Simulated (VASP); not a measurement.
# HgTe (F-43m) in VASP: further runs, part 2 of 2

VASP 6.6.1. The steps go on from the part before.

## Step 3: Electric field gradients, PBE (35.50 Å³/atom)

This run uses another cell than the first one, of 35.50 Å³/atom.

INCAR reads:

```
PREC = Accurate
ENCUT = 520
EDIFF = 1E-8
ISMEAR = -1
SIGMA = 0.03
LREAL = False
LASPH = True
NELM = 100
ALGO = Normal
ISIF = 2
LWAVE = False
LCHARG = False
GGA = PE
LEFG = True
NBANDS = 16
```

KPOINTS reads:

```
regular mesh
0
Gamma
  11 11 11
```

POSCAR reads:

```
HgTe
1.0
    0.0000000000      3.2867219331      3.2867219331
    3.2867219331      0.0000000000      3.2867219331
    3.2867219331      3.2867219331      0.0000000000
Hg Te
1 1
Direct
    0.0000000000      0.0000000000      0.0000000000
    0.7500000000      0.7500000000      0.7500000000
```

Potentials or basis: VASP PAW PBE potentials, release 64 (Hg, Te).

The run is started by

```bash
$ cat potpaw_PBE.64/Hg/POTCAR potpaw_PBE.64/Te/POTCAR > POTCAR
$ mpirun -np 1 vasp_std > vasp.out
```

OUTCAR:

```text
PREC = Accurate
   ENCUT = 520
   EDIFF = 1E-8
   ISMEAR = -1
   LREAL = False
   LASPH = True
   NELM = 100
   ISIF = 2
   GGA = PE

 ion  position               nearest neighbor table
   1  0.000  0.000  0.000-   2 2.85   2 2.85   2 2.85   2 2.85
   2  0.750  0.750  0.750-   1 2.85   1 2.85   1 2.85   1 2.85

  LATTYP: Found a face centered cubic cell.
 ALAT       =     6.5734438662

  Lattice vectors:

 A1 = (   0.0000000000,   3.2867219331,   3.2867219331)
 A2 = (   3.2867219331,   0.0000000000,   3.2867219331)
 A3 = (   3.2867219331,   3.2867219331,   0.0000000000)

Analysis of symmetry for initial positions (statically):
=====================================================================
 Subroutine PRICEL returns:
 Original cell was already a primitive cell.

 Routine SETGRP: Setting up the symmetry group for a
 face centered cubic supercell.

 Subroutine GETGRP returns: Found 24 space group operations
[... 642 lines left out ...]
  volume of cell :       71.01
      direct lattice vectors                 reciprocal lattice vectors
     0.000000000  3.286721933  3.286721933    -0.152127259  0.152127259  0.152127259
     3.286721933  0.000000000  3.286721933     0.152127259 -0.152127259  0.152127259
     3.286721933  3.286721933  0.000000000     0.152127259  0.152127259 -0.152127259

 POSITION                                       TOTAL-FORCE (eV/Angst)
 -----------------------------------------------------------------------------------
      0.00000      0.00000      0.00000         0.000000      0.000000      0.000000
      4.93008      4.93008      4.93008        -0.000000     -0.000000     -0.000000
 -----------------------------------------------------------------------------------
    total drift:                                0.000000      0.000000      0.000000

  FREE ENERGIE OF THE ION-ELECTRON SYSTEM (eV)
  ---------------------------------------------------
  free  energy   TOTEN  =        -3.6404148836 eV

  energy  without entropy=       -3.6402629917  energy(sigma->0) =       -3.64033894

 Electric field gradients (V/A^2)
---------------------------------------------------------------------
 ion       V_xx      V_yy      V_zz      V_xy      V_xz      V_yz
---------------------------------------------------------------------
   1       0.000    -0.000    -0.000     0.000     0.000     0.000
   2      -0.000     0.000    -0.000    -0.000    -0.000    -0.000
---------------------------------------------------------------------

 Electric field gradients after diagonalization (V/A^2)
 (convention: |V_zz| > |V_xx| > |V_yy|)
----------------------------------------------------------------------
 ion       V_xx      V_yy      V_zz     asymmetry (V_yy - V_xx)/ V_zz
----------------------------------------------------------------------
   1      -0.000    -0.000     0.001       0.000
   2       0.000     0.000    -0.000       0.000
----------------------------------------------------------------------

           NMR quadrupolar parameters

 Cq : quadrupolar parameter    Cq=e*Q*V_zz/h
 eta: asymmetry parameters     (V_yy - V_xx)/ V_zz
 Q  : nuclear electric quadrupole moment in mb (millibarn)
----------------------------------------------------------------------
 ion       Cq(MHz)       eta       Q (mb)
----------------------------------------------------------------------
   1       0.000       0.000       1.000
   2      -0.000       0.000       1.000
----------------------------------------------------------------------
```

OSZICAR:

```text
N       E                     dE             d eps       ncg     rms          rms(c)
DAV:   1     0.101974613859E+03    0.10197E+03   -0.80950E+03  1808   0.973E+02
DAV:   2    -0.204574508216E+00   -0.10218E+03   -0.95824E+02  2072   0.222E+02
DAV:   3    -0.380932435484E+01   -0.36047E+01   -0.35950E+01  2192   0.433E+01
DAV:   4    -0.384516577438E+01   -0.35841E-01   -0.35839E-01  2664   0.382E+00
DAV:   5    -0.384528719804E+01   -0.12142E-03   -0.12142E-03  2368   0.194E-01    0.686E+00
DAV:   6    -0.364733439362E+01    0.19795E+00   -0.39012E-01  2128   0.817E+00    0.551E+00
DAV:   7    -0.364091310498E+01    0.64213E-02   -0.90845E-02  2072   0.202E+00    0.211E+00
DAV:   8    -0.364035031411E+01    0.56279E-03   -0.92138E-03  2008   0.108E+00    0.489E-01
DAV:   9    -0.364037256610E+01   -0.22252E-04   -0.70935E-04  2336   0.300E-01    0.104E-01
DAV:  10    -0.364040182122E+01   -0.29255E-04   -0.85894E-05  2248   0.806E-02    0.471E-02
DAV:  11    -0.364041617303E+01   -0.14352E-04   -0.28517E-05  2152   0.376E-02    0.266E-02
DAV:  12    -0.364041498016E+01    0.11929E-05   -0.32787E-06  2112   0.127E-02    0.159E-02
DAV:  13    -0.364041492600E+01    0.54168E-07   -0.37096E-07  2256   0.310E-03    0.660E-03
DAV:  14    -0.364041483352E+01    0.92479E-07   -0.25827E-07  1920   0.470E-03    0.329E-03
DAV:  15    -0.364041484712E+01   -0.13604E-07   -0.26966E-08  2392   0.128E-03    0.211E-03
DAV:  16    -0.364041488919E+01   -0.42072E-07   -0.24644E-09  1552   0.325E-04    0.515E-04
DAV:  17    -0.364041488363E+01    0.55572E-08   -0.11485E-09  1256   0.198E-04
   1 F= -.36404149E+01 E0= -.36403389E+01  d E =-.151892E-03
```

stdout:

```text
POSCAR found type information on POSCAR HgTe
 POSCAR found :  2 types and       2 ions
 scaLAPACK will be used
 LDA part: xc-table for (Slater+PW92), standard interpolation
 POSCAR, INCAR and KPOINTS ok, starting setup
 FFT: planning ... GRIDC
 FFT: planning ... GRID_SOFT
 FFT: planning ... GRID
 WAVECAR not read
 entering main loop
ion   1

ion   2
```

It took 2.7 min on 1 thread of Intel Xeon 8259CL, shared host; peak memory 0.24 GiB.

Results:

- Free energy: -3.6404 eV
- Pressure: 1.4 GPa
- Band gap on the k mesh: zero (filled and empty bands touch)
- Largest electric field gradient by atom: under 0.05 V/Å² on every atom

Levels at points of the mesh, in eV from the Fermi level:
```tsv
k point	band 5	band 6	band 7	band 8	band 9	band 10	band 11	band 12	band 13	band 14
(0.00, 0.00, 0.00)	-6.64	-6.64	-0.88	-0.04	-0.04	-0.04	4.28	4.28	4.28	6.46
```

Caveat: semilocal functionals underestimate gaps, and a narrow one can read as zero; spin-orbit coupling is left out, which moves the levels of the heavy elements.

## Step 4: Single point, PBE

This run uses another cell than the first one, of 33.50 Å³/atom.

POSCAR reads:

```
HgTe
1.0
    0.0000000000      3.2235000000      3.2235000000
    3.2235000000      0.0000000000      3.2235000000
    3.2235000000      3.2235000000      0.0000000000
Hg Te
1 1
Direct
    0.0000000000      0.0000000000      0.0000000000
    0.7500000000      0.7500000000      0.7500000000
```

INCAR.step1 reads:

```
SYSTEM = HgTe
PREC = Accurate
ENCUT = 520
EDIFF = 1E-7
ISMEAR = -1
SIGMA = 0.03
LREAL = .False.
LASPH = .True.
NELM = 100
ALGO = Normal
ISIF = 2
LWAVE = .False.
LCHARG = .True.
GGA = PE
NBANDS = 16
```

KPOINTS.step1 reads:

```
regular mesh
0
Gamma
  11 11 11
  0 0 0
```

INCAR.step2 reads:

```
SYSTEM = HgTe
PREC = Accurate
ENCUT = 520
EDIFF = 1E-7
ISMEAR = -5
SIGMA = 0.03
LREAL = .False.
LASPH = .True.
NELM = 100
ALGO = Normal
ISIF = 2
LWAVE = .False.
LCHARG = .False.
GGA = PE
LORBIT = 11
NBANDS = 16
NEDOS = 2001
ICHARG = 11
```

KPOINTS.step2 reads:

```
regular mesh
0
Gamma
  17 17 17
  0 0 0
```

The run is started by

```bash
$ cat potpaw_PBE.64/Hg/POTCAR potpaw_PBE.64/Te/POTCAR > POTCAR
$ cp INCAR.step1 INCAR
$ cp KPOINTS.step1 KPOINTS
$ mpirun -np 1 vasp_std > vasp.out
$ cp INCAR.step2 INCAR
$ cp KPOINTS.step2 KPOINTS
$ mpirun -np 1 vasp_std > vasp.out
```

Run time: 5.3 min. Hardware: 1 thread of Intel Xeon 8259CL, shared host; peak memory 0.33 GiB.

Results (log left out):

| Item | Value |
| --- | --- |
| Valence electrons inside the program's atomic spheres | Hg 10.54; Te 3.39 |

Levels at points of the mesh, in eV from the Fermi level:
```
           k point  band 7  band 8  band 9  band 10  band 11  band 12
(0.00, 0.00, 0.00)   -0.71    0.00    0.00     0.00     4.21     4.21
```

Caveat: spin-orbit coupling is left out, which moves the levels of the heavy elements.

## Step 5: The runs side by side

| task | cell | k mesh for the DOS | occupations for the DOS | gap on the mesh (eV) | pressure (GPa) |
| --- | --- | --- | --- | --- | --- |
| electric field gradients | a = 4.619 Å, angles 60.0°, 2 atoms | - | - | none | 2.2 |
| electric field gradients | a = 4.648 Å, angles 60.0°, 2 atoms | - | - | none | 1.4 |
| single point | a = 4.559 Å, angles 60.0°, 2 atoms | 17 × 17 × 17 | tetrahedron | - | - |

Alike in all rows: level PBE; potentials or basis VASP PAW PBE potentials, release 64 (Hg, Te); no spin polarisation; k mesh 11 × 11 × 11; cutoff (eV) 520; smearing fermi-dirac 0.03 eV.

Caveats: spin-orbit coupling is left out, which moves the levels of the heavy elements; semilocal functionals underestimate gaps, and a narrow one can read as zero (at least some runs).

Total energies depend on the potentials used, so only differences within one code and one set of settings carry meaning.
